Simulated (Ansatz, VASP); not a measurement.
## One calculation of CuI, two programs

Contents of POSCAR:

```
CuI
1.0
    4.0229000000      0.0000000000      0.0000000000
    0.0000000000      4.0229000000      0.0000000000
    0.0000000000      0.0000000000      5.6506000000
Cu I
2 2
Direct
    0.0000000000      0.0000000000      0.0000000000
    0.5000000000      0.5000000000      0.0000000000
    0.0000000000      0.5000000000      0.2913000000
    0.5000000000      0.0000000000      0.7087000000
```

INCAR.step1

```
SYSTEM = CuI
PREC = Accurate ; ENCUT = 520
ISMEAR = 0 ; SIGMA = 0.01
LREAL = .False. ; LASPH = .True.
NELM = 80 ; NBANDS = 26
GGA = PE ; ALGO = Normal
EDIFF = 1E-4 ; LWAVE = .True.
LCHARG = .False.
```

INCAR.step2

```
SYSTEM = CuI
PREC = Accurate ; ENCUT = 520
EDIFF = 1E-6 ; ISMEAR = 0
SIGMA = 0.01 ; LREAL = .False.
LASPH = .True. ; NELM = 80
ALGO = Normal ; ISIF = 2
LWAVE = .False. ; LCHARG = .False.
METAGGA = R2SCAN ; LMIXTAU = .True.
NBANDS = 26 ; ISTART = 1
```

Contents of KPOINTS:

```
Automatic mesh
0
Gamma
  6 6 4
  0 0 0
```

Input for Ansatz:

```yaml
crystal:
  lattice:
    - [4.0229, 0.0, 0.0]
    - [0.0, 4.0229, 0.0]
    - [0.0, 0.0, 5.6506]
  atoms:
    - { symbol: Cu, position: [0.0, 0.0, 0.0] }
    - { symbol: Cu, position: [0.5, 0.5, 0.0] }
    - { symbol: I, position: [0.0, 0.5, 0.2913] }
    - { symbol: I, position: [0.5, 0.0, 0.7087000000000001] }
kpoints:
  mp_grid:
    grid: [6, 6, 4]
hamiltonian:
  xc: r2scan
  pseudopotentials:
    kind: paw
scf:
  occupations:
    method: fixed
output:
  eigenvalues: true
```

Alike in both runs: task single point; functional r2SCAN; k mesh 6 × 6 × 4; no spin polarisation.

|  | VASP | Ansatz |
| --- | --- | --- |
| version | VASP 6.6.1 | Ansatz 0.2.0 |
| potentials or method | VASP PAW PBE potentials, release 64 (Cu, I) | plane waves, PAW |
| plane-wave cutoff (eV) | 520 | 500 |
| occupations | gaussian, width 0.01 eV | fixed |
| valence electrons in the cell | 36 | 72 |

|  | VASP | Ansatz | Ansatz less VASP |
| --- | --- | --- | --- |
| gap on the k mesh at the Fermi level (eV) | 2.10 | 2.10 | +0.003 |

VASP's potentials were made for PBE, not for r2SCAN. VASP's potentials hold 36 valence electrons a cell and Ansatz's 72, so a difference there can come from the potentials and not from the codes.

Spin-orbit coupling is off throughout.
